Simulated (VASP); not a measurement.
# Hg (Fd-3m) in VASP: a series of runs

The runs below take Hg through single point, with PBEsol.

Program: VASP 6.6.1. These are calculated values, not measurements. Logs are shortened: lines on timing, memory, paths and dates and some standing lists are left out, and cuts for length are marked.

**1. The cell of the first run**

It takes space group Fd-3m (No. 227, cubic). The conventional cell has a = 5.512 Å, b = 5.512 Å, c = 5.512 Å, α = 90.00°, β = 90.00°, γ = 90.00°. Hg (site symmetry -43m) has 4 Hg at 2.39 Å within 3.2 Å.

**2. Single point, PBEsol**

File INCAR:

```
PREC = Accurate ; ENCUT = 500
EDIFF = 1E-6 ; ISMEAR = -1
SIGMA = 0.1 ; LREAL = F
LASPH = T ; NELM = 120
ALGO = Normal ; ISIF = 2
LWAVE = F ; LCHARG = F
GGA = PS ; NBANDS = 19
GGA_COMPAT = F
```

File KPOINTS:

```
regular mesh
0
Gamma
  7 7 7
```

File POSCAR:

```
Hg
1.0
    0.0000000000      2.7561530468      2.7561530468
    2.7561530468      0.0000000000      2.7561530468
    2.7561530468      2.7561530468      0.0000000000
Hg
2
Direct
    1.0000000000      1.0000000000      1.0000000000
    0.2500000000      0.2500000000      0.2500000000
```

Potentials or basis: VASP PAW PBE potentials, release 64 (Hg).

The run is started by

```console
$ cat potpaw_PBE.64/Hg/POTCAR > POTCAR
$ mpirun -np 1 vasp_std > vasp.out
```

OUTCAR:

```text
PREC = Accurate
   ENCUT = 500
   EDIFF = 1E-6
   ISMEAR = -1
   LREAL = F
   LASPH = T
   NELM = 120
   ISIF = 2
   GGA = PS

 ion  position               nearest neighbor table
   1  0.000  0.000  0.000-   2 2.39   2 2.39   2 2.39   2 2.39
   2  0.250  0.250  0.250-   1 2.39   1 2.39   1 2.39   1 2.39

  LATTYP: Found a face centered cubic cell.
 ALAT       =     5.5123060936

  Lattice vectors:

 A1 = (   0.0000000000,   2.7561530468,   2.7561530468)
 A2 = (   2.7561530468,   0.0000000000,   2.7561530468)
 A3 = (   2.7561530468,   2.7561530468,   0.0000000000)

Analysis of symmetry for initial positions (statically):
=====================================================================
 Subroutine PRICEL returns:
 Original cell was already a primitive cell.

 Routine SETGRP: Setting up the symmetry group for a
 face centered cubic supercell.

 Subroutine GETGRP returns: Found 48 space group operations
 (whereof 24 operations were pure point group operations)
 out of a pool of 48 trial point group operations.

The static configuration has the point symmetry T_d .
 The point group associated with its full space group is O_h .

Analysis of symmetry for dynamics (positions and initial velocities):
=====================================================================
 Subroutine PRICEL returns:
 Original cell was already a primitive cell.

 Routine SETGRP: Setting up the symmetry group for a
 face centered cubic supercell.

 Subroutine GETGRP returns: Found 48 space group operations
 (whereof 24 operations were pure point group operations)
 out of a pool of 48 trial point group operations.

The dynamic configuration has the point symmetry T_d .
 The point group associated with its full space group is O_h .

 Subroutine INISYM returns: Found 48 space group operations
 (whereof 24 operations are pure point group operations),
 and found     1 'primitive' translations

----------------------------------------------------------------------------------------

                                     Primitive cell

  volume of cell :      41.8736

  direct lattice vectors                    reciprocal lattice vectors
     0.000000000  2.756153047  2.756153047    -0.181412277  0.181412277  0.181412277
     2.756153047  0.000000000  2.756153047     0.181412277 -0.181412277  0.181412277
     2.756153047  2.756153047  0.000000000     0.181412277  0.181412277 -0.181412277

  length of vectors
     3.897789019  3.897789019  3.897789019     0.314215281  0.314215281  0.314215281

  position of ions in fractional coordinates (direct lattice)
     0.000000000  0.000000000  0.000000000
     0.250000000  0.250000000  0.250000000

  ion indices of the primitive-cell ions
   primitive index   ion index
                 1           1
                 2           2

----------------------------------------------------------------------------------------

 KPOINTS: regular mesh

Automatic generation of k-mesh.
 Grid dimensions read from file:
 generate k-points for:    7    7    7

 Generating k-lattice:

  Cartesian coordinates                     Fractional coordinates (reciprocal lattice)
    -0.025916040  0.025916040  0.025916040     0.142857143  0.000000000  0.000000000
     0.025916040 -0.025916040  0.025916040     0.000000000  0.142857143  0.000000000
     0.025916040  0.025916040 -0.025916040     0.000000000  0.000000000  0.142857143

  Length of vectors
     0.044887897  0.044887897  0.044887897

  Shift w.r.t. Gamma in fractional coordinates (k-lattice)
     0.000000000  0.000000000  0.000000000

 Subroutine IBZKPT returns following result:
 ===========================================

 Found     20 irreducible k-points:

 Following reciprocal coordinates:
            Coordinates               Weight
  0.000000  0.000000  0.000000      1.000000
  0.142857  0.000000  0.000000      8.000000
  0.285714  0.000000  0.000000      8.000000
  0.428571  0.000000  0.000000      8.000000
  0.142857  0.142857  0.000000      6.000000
  0.285714  0.142857  0.000000     24.000000
[... 12 lines left out ...]
 -0.428571  0.428571  0.142857     24.000000
 -0.285714  0.428571  0.142857     24.000000
   k-points           NKPTS =     20   k-points in BZ     NKDIM =     20   number of bands    NBANDS=     19
   number of dos      NEDOS =    301   number of ions     NIONS =      2
   total plane-waves  NPLWV =  21952
   dimension x,y,z NGX =    28 NGY =   28 NGZ =   28
   dimension x,y,z NGXF=    56 NGYF=   56 NGZF=   56
   ions per type =               2
   NGX,Y,Z   is equivalent  to a cutoff of  11.94, 11.94, 11.94 a.u.
   NGXF,Y,Z  is equivalent  to a cutoff of  23.88, 23.88, 23.88 a.u.
 SYSTEM =  unknown system
   PREC   = accura    normal or accurate (medium, high low for compatibility)
   ISTART =      0    job   : 0-new  1-cont  2-samecut
   ICHARG =      2    charge: 1-file 2-atom 10-const
   ISPIN  =      1    spin polarized calculation?
   LNONCOLLINEAR =      F non collinear calculations
   LSORBIT =      F    spin-orbit coupling
   LASPH  =      T    aspherical Exc in radial PAW
   ENCUT  =  500.0 eV  36.75 Ry    6.06 a.u.   7.11  7.11  7.11*2*pi/ulx,y,z
   NELM   =    120;   NELMIN=  2; NELMDL= -5     # of ELM steps
   EDIFF  = 0.1E-05   stopping-criterion for ELM
   LREAL  =      F    real-space projection
   EDIFFG = 0.1E-04   stopping-criterion for IOM
   NSW    =      0    number of steps for IOM
   IBRION =     -1    ionic relax: 0-MD 1-quasi-New 2-CG
   NFREE  =      0    steps in history (QN), initial steepest desc. (CG)
   ISIF   =      2    stress and relaxation
   ISYM   =      2    0-nonsym 1-usesym 2-fastsym
   POTIM  = 0.5000    time-step for ionic-motion
   TEBEG  =    0.0;   TEEND  =   0.0 temperature during run
   PSTRESS=    0.0 pullay stress
   NELECT =      24.0000    total number of electrons
   NUPDOWN=      -1.0000    fix difference up-down
   EMIN   =  10.00;   EMAX   =-10.00  energy-range for DOS
   EFERMI =   0.00;   METHOD = LEGACY
   ISMEAR =    -1;   SIGMA  =   0.10  broadening in eV -4-tet -1-fermi 0-gaus
   EFERMI_NEDOS =   21; number of points for ismear=-14 and -15
   IALGO  =     38    algorithm
   IMIX   =      4    mixing-type and parameters
     AMIX     =   0.40;   BMIX     =  1.00
     AMIX_MAG =   1.60;   BMIX_MAG =  1.00
  volume/ion in A,a.u.               =      20.94       141.29
  Fermi-wavevector in a.u.,A,eV,Ry     =   1.359874  2.569789 25.160663  1.849257
  Thomas-Fermi vector in A             =   2.486584
   LORBIT       =      0    0 simple, 1 ext, 2 COOP (PROOUT), +10 PAW based schemes
   GGA     = PS    functional components
   LHFCALC =     F    Hartree Fock is set to
   AEXX    =    0.0000 exact exchange contribution
   IVDW    =     0    specifies the selected vdW correction
   LEPSILON=     F    determine dielectric tensor
   LRPA    =     F    only Hartree local field effects (RPA)
 non-spin polarized calculation
  energy-cutoff  :      500.00
  volume of cell :       41.87
 maximum number of plane-waves:      1073
   NGX = 15   NGY = 15   NGZ = 15

 number of electron      24.0000001 magnetization

 Free energy of the ion-electron system (eV)
  ---------------------------------------------------
  ext. energy  EPLUGINS =         0.00000000
  ---------------------------------------------------
  free energy    TOTEN  =         2.54212905 eV

  energy without entropy =        2.56820770  energy(sigma->0) =        2.55516838

 E-fermi :   4.1616     XC(G=0): -11.3970

 val. band max:        3.9118377400   @ k =  -0.4286   0.2857   0.0000
 cond. band min:       4.1750395892   @ k =  -0.4286   0.4286   0.1429
 fundamental gap:      0.2632018492
 Fermi energy:         4.1615820657

 k-point     1 :       0.0000    0.0000    0.0000
  band No.  band energies     occupation
      1      -7.1345      2.00000
      2      -5.9768      2.00000
      3      -5.9768      2.00000
      4      -5.9608      2.00000
      5      -5.9608      2.00000
      6      -5.9608      2.00000
[... 11 lines left out ...]
     18      13.6500      0.00000
     19      13.6500      0.00000

 k-point     2 :       0.1429    0.0000    0.0000
  band No.  band energies     occupation
      1      -6.8492      2.00000
      2      -6.2108      2.00000
      3      -6.2108      2.00000
      4      -5.9734      2.00000
      5      -5.6420      2.00000
      6      -5.6420      2.00000
[... 11 lines left out ...]
     18      14.8941      0.00000
     19      14.8941      0.00000

 k-point     3 :       0.2857    0.0000    0.0000
  band No.  band energies     occupation
      1      -6.2668      2.00000
      2      -6.2656      2.00000
      3      -6.2656      2.00000
      4      -5.9607      2.00000
      5      -5.4696      2.00000
      6      -5.4696      2.00000
[... 11 lines left out ...]
     18      14.8074      0.00000
     19      16.4757      0.00000

 k-point     4 :       0.4286    0.0000    0.0000
  band No.  band energies     occupation
      1      -6.1770      2.00000
      2      -6.1770      2.00000
      3      -6.0743      2.00000
      4      -5.8246      2.00000
      5      -5.5490      2.00000
      6      -5.5490      2.00000
[... 11 lines left out ...]
     18      14.5171      0.00000
     19      19.0953      0.00000

 k-point     5 :       0.1429    0.1429    0.0000
  band No.  band energies     occupation
      1      -6.7444      2.00000
      2      -6.4026      2.00000
      3      -5.9953      2.00000
      4      -5.9953      2.00000
      5      -5.7960      2.00000
      6      -5.4043      2.00000
[... 11 lines left out ...]
     18      16.3359      0.00000
     19      16.4710      0.00000
[... 246 lines left out ...]
      2      -6.2946      2.00000
      3      -5.9351      2.00000
      4      -5.7697      2.00000
      5      -5.3881      2.00000
      6      -4.8356      2.00000
[... 11 lines left out ...]
     18      17.8457      0.00000
     19      18.0071      0.00000

 k-point    18 :      -0.4286    0.2857    0.1429
  band No.  band energies     occupation
      1      -6.5514      2.00000
      2      -6.4277      2.00000
      3      -5.8566      2.00000
      4      -5.5846      2.00000
      5      -5.2079      2.00000
      6      -4.8073      2.00000
[... 11 lines left out ...]
     18      18.2249      0.00000
     19      18.9310      0.00000

 k-point    19 :      -0.4286    0.4286    0.1429
  band No.  band energies     occupation
      1      -6.5647      2.00000
      2      -6.4618      2.00000
      3      -5.9015      2.00000
      4      -5.6962      2.00000
      5      -4.6800      2.00000
      6      -4.3871      2.00000
[... 11 lines left out ...]
     18      19.4453      0.00000
     19      21.4136      0.00000

 k-point    20 :      -0.2857    0.4286    0.1429
  band No.  band energies     occupation
      1      -6.6378      2.00000
      2      -6.4939      2.00000
      3      -5.8033      2.00000
      4      -5.5793      2.00000
      5      -4.8162      2.00000
      6      -4.3231      2.00000
[... 11 lines left out ...]
     18      16.1274      0.00000
     19      20.9427      0.00000

------------------------ aborting loop because EDIFF is reached ----------------------------------------

  FORCE on cell =-STRESS in cart. coord.  units (eV):
  Direction    XX          YY          ZZ          XY          YZ          ZX
  --------------------------------------------------------------------------------------
  -------------------------------------------------------------------------------------
  Total       16.7129096     16.7129096     16.7129096      0.0000000      0.0000000      0.0000000
  in kB      639.4736609    639.4736609    639.4736609      0.0000000      0.0000000      0.0000000
  external PRESSURE =     639.4736609 kB  Pullay stress =       0.0000000 kB

 VOLUME and BASIS-vectors are now :
 -----------------------------------------------------------------------------
  energy-cutoff  :      500.00
  volume of cell :       41.87
      direct lattice vectors                 reciprocal lattice vectors
     0.000000000  2.756153047  2.756153047    -0.181412277  0.181412277  0.181412277
     2.756153047  0.000000000  2.756153047     0.181412277 -0.181412277  0.181412277
     2.756153047  2.756153047  0.000000000     0.181412277  0.181412277 -0.181412277

 POSITION                                       TOTAL-FORCE (eV/Angst)
 -----------------------------------------------------------------------------------
      0.00000      0.00000      0.00000         0.000000      0.000000     -0.000000
      1.37808      1.37808      1.37808        -0.000000     -0.000000      0.000000
 -----------------------------------------------------------------------------------
    total drift:                                0.000000      0.000000      0.000000

  FREE ENERGIE OF THE ION-ELECTRON SYSTEM (eV)
  ---------------------------------------------------
  free  energy   TOTEN  =         2.5421290507 eV

  energy  without entropy=        2.5682077042  energy(sigma->0) =        2.55516838
```

Wall time 14 s (1 thread of Intel Xeon Platinum 8259CL at 2.50GHz (Skylake/Cascade Lake), shared host); peak memory 0.15 GiB.

What came out:

* Free energy: 2.5421 eV
* Pressure: 63.9 GPa
* Band gap on the k mesh: zero (bands 12 and 13 overlap by 8.99 eV)

Caveat: the cell stands under pressure; the PAW data sets were made with another functional, which shifts forces and pressure a little; spin-orbit coupling is left out, which moves the levels of the heavy elements.

**3. Single point, PBEsol**

This run uses another cell than the first one, of 22.71 Å³/atom.

File INCAR:

```
ALGO = Normal
EDIFF = 1E-6
ENCUT = 500
GGA = PS
GGA_COMPAT = F
ISIF = 2
ISMEAR = -1
LASPH = T
LCHARG = F
LREAL = F
LWAVE = F
NBANDS = 19
NELM = 120
PREC = Accurate
SIGMA = 0.1
```

File KPOINTS:

```
k-points
0
Gamma
  7 7 7
```

File POSCAR:

```
Hg
1.0
    0.0000000000      2.8318845291      2.8318845291
    2.8318845291      0.0000000000      2.8318845291
    2.8318845291      2.8318845291      0.0000000000
Hg
2
Direct
    1.0000000000      1.0000000000      1.0000000000
    0.2500000000      0.2500000000      0.2500000000
```

Potentials or basis: VASP PAW PBE potentials, release 64 (Hg).

The run is started by

```console
$ cat potpaw_PBE.64/Hg/POTCAR > POTCAR
$ mpirun -np 1 vasp_std > vasp.out
```

Run time: 16 s. Hardware: 1 thread of Intel Xeon Platinum 8259CL at 2.50GHz (Skylake/Cascade Lake), shared host; peak memory 0.17 GiB.

It converged, with:

```
Free energy            : 1.3749 eV
Pressure               : 42.7 GPa
Band gap on the k mesh : zero (bands 12 and 13 overlap by 8.17 eV)
```

Levels at points of the mesh, in eV from the Fermi level:
| k point | band 9 | band 10 | band 11 | band 12 | band 13 | band 14 | band 15 | band 16 |
| --- | --- | --- | --- | --- | --- | --- | --- | --- |
| (0.00, 0.00, 0.00) | -7.19 | -6.05 | -6.05 | 7.36 | 7.92 | 7.92 | 7.92 | 8.16 |

Caveat: the cell stands under pressure; the PAW data sets were made with another functional, which shifts forces and pressure a little; spin-orbit coupling is left out, which moves the levels of the heavy elements.

[end of part 1 of 2]
